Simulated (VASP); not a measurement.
## Bi: single point with PBE

The system is Bi.

```
CELL_PARAMETERS angstrom
-2.04171 2.04171 2.04171
2.04171 -2.04171 2.04171
2.04171 2.04171 -2.04171
ATOMIC_POSITIONS crystal
Bi 0.00000 0.00000 0.00000
```

This cell differs from its parent crystal: strained.

- Program: VASP 6.6.1
- Task: single point
- Functional: PBE
- Potentials or basis: VASP PAW PBE potentials, release 64 (Bi_d)
- Cutoff: 520 eV
- k mesh: 16 × 16 × 16
- Occupations: gaussian, width 0.1 eV
- Spin: no spin polarisation

| Quantity | Value |
| --- | --- |
| Pressure | -3.2 GPa |
| Band gap on the k mesh | zero (an odd number of electrons rules out a gap without spin polarisation) |

Levels at points of the mesh, in eV from the Fermi level:
```tsv
k point	band 3	band 4	band 5	band 6	band 7	band 8	band 9	band 10	band 11	band 12
(0.00, 0.00, 0.00)	-22.96	-22.87	-22.87	-12.92	4.52	4.52	4.52	8.06	10.46	10.46
(0.50, 0.00, 0.00)	-22.87	-22.87	-22.81	-10.35	-4.55	1.43	3.21	5.69	7.37	11.92
(0.50, 0.50, 0.50)	-22.82	-22.82	-22.82	-8.62	-1.60	-1.60	-1.60	3.64	3.64	15.10
```

It took 34 s on 1 thread of Intel(R) Xeon(R) 6975P-C (Granite Rapids) (shared host), peak memory 0.2 GiB.

Caveat: the cell differs from its parent crystal (strained); the cell stands under tension; spin-orbit coupling is left out, which moves the levels of the heavy elements.
